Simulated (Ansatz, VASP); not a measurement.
## One calculation of BAs, two programs

File POSCAR:

```
BAs
1.0
    2.9570103300      0.0000000000      0.0000000000
    0.0000000000      2.9570103300      0.0000000000
    0.0000000000      0.0000000000      2.9570103300
B As
1 1
Direct
    0.5000000000      0.5000000000      0.5000000000
    0.0000000000      0.0000000000      0.0000000000
```

INCAR.step1

```
SYSTEM = BAs
ALGO = Normal
EDIFF = 1E-5
ENCUT = 520
GGA = PE
ISIF = 2
ISMEAR = -1
LASPH = .TRUE.
LCHARG = .FALSE.
LREAL = .FALSE.
LWAVE = .TRUE.
NBANDS = 11
NELM = 60
PREC = Accurate
SIGMA = 0.05
```

Contents of INCAR.step2:

```
SYSTEM = BAs
AEXX = 0.2
ALGO = Normal
EDIFF = 1E-6
ENCUT = 520
GGA = PE
HFSCREEN = 0.2
ISIF = 2
ISMEAR = -1
ISTART = 1
LASPH = .TRUE.
LCHARG = .FALSE.
LHFCALC = .TRUE.
LREAL = .FALSE.
LWAVE = .FALSE.
NBANDS = 11
NELM = 60
PREC = Accurate
PRECFOCK = Normal
SIGMA = 0.05
```

Contents of KPOINTS:

```
k-points
0
G
  5 5 5
  0 0 0
```

input

```
crystal:
  lattice:
    - [2.95701033, 0.0, 0.0]
    - [0.0, 2.95701033, 0.0]
    - [0.0, 0.0, 2.95701033]
  atoms:
    - { symbol: B, position: [0.5, 0.5, 0.5] }
    - { symbol: As, position: [0.0, 0.0, 0.0] }
hamiltonian:
  xc: { exchange: pbe, correlation: pbe, exx: { coeff: 0.2, omega: 0.2 } }
  pseudopotentials: { kind: paw }
kpoints:
  mp_grid: { grid: [5, 5, 5] }
scf:
  occupations: { method: fermi_dirac, width: 0.05 }
output:
  forces: true
  stress: true
  eigenvalues: true
  write_density: true
  write_potential: true
  elf: true
  volumetric_format: npy
```

Alike in both runs: task single point; functional PBE-based screened hybrid with a share of 0.2 of exact exchange and HFSCREEN = 0.2; k mesh 5 × 5 × 5; occupations fermi-dirac, width 0.05 eV; no spin polarisation.

|  | VASP | Ansatz |
| --- | --- | --- |
| version | VASP 6.6.1 | Ansatz 0.2.0 |
| potentials or method | VASP PAW PBE potentials, release 64 (B, As) | Ansatz PAW |
| plane-wave cutoff (eV) | 520 | 420 |
| valence electrons in the cell | 8 | 18 |

```tsv
	VASP	Ansatz	Ansatz less VASP
gap on the k mesh at the Fermi level (eV)	none	none	-
pressure (GPa)	-8.3	-8.1	+0.24
```

VASP's potentials were made for PBE, not for PBE-based screened hybrid. A gap of «none» marks a metal or a gap that the smearing closes. VASP's potentials hold 8 valence electrons a cell and Ansatz's 18, so a difference there can come from the potentials and not from the codes.

The k mesh is coarse, so the values compare programs but aren't converged.
